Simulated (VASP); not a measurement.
Runs of VASP 6.6.1 on FeO. Symmetry: Fm-3m, No. 225, cubic system. The conventional cell has a = 4.311 Å, b = 4.311 Å, c = 4.311 Å, α = 90.00°, β = 90.00°, γ = 90.00°. Fe (site symmetry m-3m) has 6 O at 2.16 Å within 2.9 Å. O (site symmetry m-3m) has 6 Fe at 2.16 Å within 2.9 Å. 

```tsv
level	spin	gap on the mesh (eV)	pressure (GPa)	moment (μB)
PBE	collinear, antiferromagnetic start	none	-1.7	0.00
PBE	collinear, ferromagnetic start	none	-0.1	8.00
PBE	off	none	(a)	-
r2SCAN	collinear, ferromagnetic start	none	-6.1	8.00
r2SCAN	off	(b)	-28.0	-
```

Alike in all rows: task single point; potentials or basis VASP PAW PBE potentials, release 64 (Fe, O); cell as given; k mesh 5 × 10 × 10; cutoff (eV) 520; smearing fermi-dirac 0.05 eV.

Fill in the values left out.

(a) -25.7; (b) 0.37.

Caveats: semilocal functionals often make such compounds metallic where correlation or magnetic order opens a gap, which also shifts bond lengths (some runs); the PAW data sets were made with another functional, which shifts forces and pressure a little (some runs).

A k mesh can miss the band edges.

A gap of «none» marks levels without a gap at the run's occupations.
